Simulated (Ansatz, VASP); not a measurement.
**Ru: VASP beside Ansatz**

The input INCAR:

```
SYSTEM = Ru
PREC = Accurate
ENCUT = 520
EDIFF = 1E-6
ISMEAR = -1
SIGMA = 0.03
LREAL = .False.
LASPH = .True.
NELM = 100
ALGO = Normal
ISIF = 2
LWAVE = .False.
LCHARG = .True.
GGA = CA
LELF = .True.
LVHAR = .True.
NBANDS = 21
```

Contents of KPOINTS:

```
Automatic mesh
0
Gamma
  14 14 8
  0 0 0
```

POSCAR

```
Ru
1.0
    2.7057993342      0.0000000000      0.0000000000
   -1.3528996671      2.3432909610      0.0000000000
    0.0000000000      0.0000000000      4.2819000000
Ru
2
Direct
    0.3333333333      0.6666666667      0.2500000000
    0.6666666667      0.3333333333      0.7500000000
```

Input for Ansatz:

```yaml
crystal:
  lattice:
    - [2.7057993342, 0.0, 0.0]
    - [-1.3528996671, 2.343290961, 0.0]
    - [0.0, 0.0, 4.2819]
  atoms:
    - { symbol: Ru, position: [0.3333333333, 0.6666666667, 0.25] }
    - { symbol: Ru, position: [0.6666666667, 0.3333333333, 0.75] }
kpoints:
  mp_grid: { grid: [14, 14, 8] }
  band_path:
    path:
      - [0.0, 0.0, 0.0]
      - [0.5, 0.0, 0.0]
      - [0.3333333333, 0.3333333333, 0.0]
      - [0.0, 0.0, 0.0]
      - [0.0, 0.0, 0.5]
      - [0.5, 0.0, 0.5]
      - [0.3333333333, 0.3333333333, 0.5]
      - [0.0, 0.0, 0.5]
      - [0.5, 0.0, 0.5]
    npoints: 5
scf:
  occupations: { method: fermi_dirac, width: 0.03 }
hamiltonian:
  xc: lda
  pseudopotentials: { kind: all_electron, lapw: { basis_error: 0.0005 } }
output:
  forces: true
  stress: true
  eigenvalues: true
```

Alike in both runs: task single point; functional LDA; k mesh 14 × 14 × 8; occupations fermi-dirac, width 0.03 eV; no spin polarisation.

|  | VASP | Ansatz |
| --- | --- | --- |
| version | VASP 6.6.1 | Ansatz 0.2.0 |
| potentials or method | VASP PAW LDA potentials, release 64 (Ru_pv), cutoff 520 eV | all-electron LAPW, scalar-relativistic |

VASP gave:

- pressure (GPa): -11.4
- traceless stress, the component that is largest in VASP (GPa): -1.56

Q: Which values does Ansatz return?

A: Pressure (GPa): -12.2; traceless stress, the component that is largest in VASP (GPa): -1.63.

LDA's correlation is that of Perdew and Zunger in VASP and of Perdew and Wang (1992) in Ansatz. Ansatz ran all-electron here, and VASP with PAW potentials.
